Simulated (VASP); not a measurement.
Write the native input for VASP 6.6.1 that does the following.

| Item | Value |
| --- | --- |
| Task | single point |
| Functional | LDA |
| Potentials or basis | VASP PAW LDA potentials, release 64 (Ga_d, As) |
| Cutoff | 500 eV |
| k mesh | 12 × 12 × 12 |
| Occupations | gaussian, width 0.01 eV |
| Spin | no spin polarisation |
| Dipole correction | no |
| Further INCAR settings | ALGO = Normal; EDIFF = 1e-06; NBANDS = 16 |

The structure of GaAs lies in POSCAR:

```
GaAs
1.0
    0.0000000000      2.8016260673      2.8016260673
    2.8016260673      0.0000000000      2.8016260673
    2.8016260673      2.8016260673      0.0000000000
Ga As
1 1
Direct
    0.0000000000      0.0000000000      0.0000000000
    0.2500000000      0.2500000000      0.2500000000
```

One way to write it, as run:

INCAR

```
PREC = Accurate
ENCUT = 500
EDIFF = 1E-6
ISMEAR = 0
SIGMA = 0.01
LREAL = False
LASPH = True
NELM = 120
ALGO = Normal
ISIF = 2
LWAVE = False
LCHARG = False
NBANDS = 16
GGA_COMPAT = False
```

KPOINTS

```
regular mesh
0
Gamma
  12 12 12
```

Potentials or basis: VASP PAW LDA potentials, release 64 (Ga_d, As).

Command:

```console
$ cat potpaw_LDA.64/Ga_d/POTCAR potpaw_LDA.64/As/POTCAR > POTCAR
$ mpirun -np 1 vasp_std > vasp.out
```

Results of the run:

| Item | Value |
| --- | --- |
| Pressure | 0.3 GPa |
| Band gap on the k mesh | 0.54 eV |

It took 67 s on 1 thread of Intel Xeon 8259CL, on a shared host, peak memory 0.18 GiB.
